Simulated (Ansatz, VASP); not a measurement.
**EuO: VASP beside Ansatz**

INCAR

```
SYSTEM = EuO
PREC     = Accurate       ! precision mode
ENCUT    = 600            ! plane-wave cutoff, eV
EDIFF    = 1E-6           ! SCF threshold, eV
ISMEAR   = 0              ! smearing method
SIGMA    = 0.05           ! smearing width, eV
LREAL    = .False.        ! projectors in reciprocal space
LASPH    = .True.         ! aspherical terms in the spheres
NELM     = 200            ! most SCF steps
ALGO     = Normal         ! electronic algorithm
ISIF     = 2              ! what is computed and relaxed
LWAVE    = .False.        ! write WAVECAR
LCHARG   = .True.         ! write CHGCAR
ISPIN    = 2              ! spin polarisation
MAGMOM   = 7.43 -0.09     ! initial moments
LORBIT   = 11             ! projections on sites
LMAXMIX  = 6              ! l up to which the mixer works
LDAU     = .True.         ! DFT+U
LDAUTYPE = 2            
LDAUL    = 3 -1           ! shell
LDAUU    = 6 0            ! U, eV
LDAUJ    = 0 0          
LDAUPRINT= 1            
GGA      = PE             ! functional
LELF     = .True.         ! ELF
LVHAR    = .True.       
NBANDS   = 22             ! bands
GGA_COMPAT= .False.
```

The input KPOINTS:

```
Automatic mesh
0
Gamma
  6 6 6
  0 0 0
```

The input POSCAR:

```
EuO
1.0
    0.0000000000      2.5719519700      2.5719519700
    2.5719519700      0.0000000000      2.5719519700
    2.5719519700      2.5719519700      0.0000000000
Eu O
1 1
Direct
    0.5000000000      0.5000000000      0.5000000000
    0.0000000000      0.0000000000      0.0000000000
```

Input for Ansatz:

```yaml
crystal:
  lattice:
    - [0.0, 2.57195197, 2.57195197]
    - [2.57195197, 0.0, 2.57195197]
    - [2.57195197, 2.57195197, 0.0]
  atoms:
    - { symbol: Eu, position: [0.5, 0.5, 0.5], spin: 7.0 }
    - { symbol: O, position: [0.0, 0.0, 0.0] }
basis:
  ecutwfc: 420
  ecutrho_ratio: 4
kpoints:
  mp_grid: { grid: [6, 6, 6] }
hamiltonian:
  xc: pbe
  hubbard:
    sites:
      - { site: 0, l: f, u_eff: 6.0, starting_ns: [{ spin: up, occupation_matrix: s0up }, { spin: down, occupation_matrix: s0down }] }
    occupation_matrices:
      s0up:
        matrix:
          - [0.97, 0.0, 0.0, 0.0, 0.0, 0.0, 0.0]
          - [0.0, 0.97, 0.0, 0.0, 0.0, 0.0, 0.0]
          - [0.0, 0.0, 0.97, 0.0, 0.0, 0.0, 0.0]
          - [0.0, 0.0, 0.0, 0.97, 0.0, 0.0, 0.0]
          - [0.0, 0.0, 0.0, 0.0, 0.97, 0.0, 0.0]
          - [0.0, 0.0, 0.0, 0.0, 0.0, 0.97, 0.0]
          - [0.0, 0.0, 0.0, 0.0, 0.0, 0.0, 0.97]
      s0down:
        matrix:
          - [0.02, 0.0, 0.0, 0.0, 0.0, 0.0, 0.0]
          - [0.0, 0.02, 0.0, 0.0, 0.0, 0.0, 0.0]
          - [0.0, 0.0, 0.02, 0.0, 0.0, 0.0, 0.0]
          - [0.0, 0.0, 0.0, 0.02, 0.0, 0.0, 0.0]
          - [0.0, 0.0, 0.0, 0.0, 0.02, 0.0, 0.0]
          - [0.0, 0.0, 0.0, 0.0, 0.0, 0.02, 0.0]
          - [0.0, 0.0, 0.0, 0.0, 0.0, 0.0, 0.02]
    ns_hold: { iters: 12 }
scf:
  occupations: { method: gaussian, width: 0.05 }
  lower_state_search: "off"
  max_iter: 150
output:
  forces: true
  stress: true
  eigenvalues: true
  populations: true
  hubbard: { sites: [{ site: 0, l: f }] }
magnetization:
  spin_polarized: true
```

Alike in both runs: task single point; functional PBE; k mesh 6 × 6 × 6; occupations gaussian, width 0.05 eV; collinear spin; Hubbard terms Eu f U = 6.0 eV.

```csv
,VASP,Ansatz
version,VASP 6.6.1,Ansatz 0.2.0
potentials or method,"VASP PAW PBE potentials, release 64 (Eu, O), cutoff 600 eV","scalar-relativistic, plane waves, PAW"
valence electrons in the cell,23,23
```

|  | VASP | Ansatz | Ansatz less VASP |
| --- | --- | --- | --- |
| pressure (GPa) | 1.1 | 1.8 | +0.62 |
| net moment per atom (μB) | 3.50 | 3.50 | 0.000 |
| size of the moment on the site where the two differ most (μB) | 6.72 | 6.75 | +0.030 |

Site moments also hang on the region over which each program counts them. The programs project onto different local orbitals, so the same U acts differently, and such runs can settle in different states.

Spin-orbit coupling is off throughout.
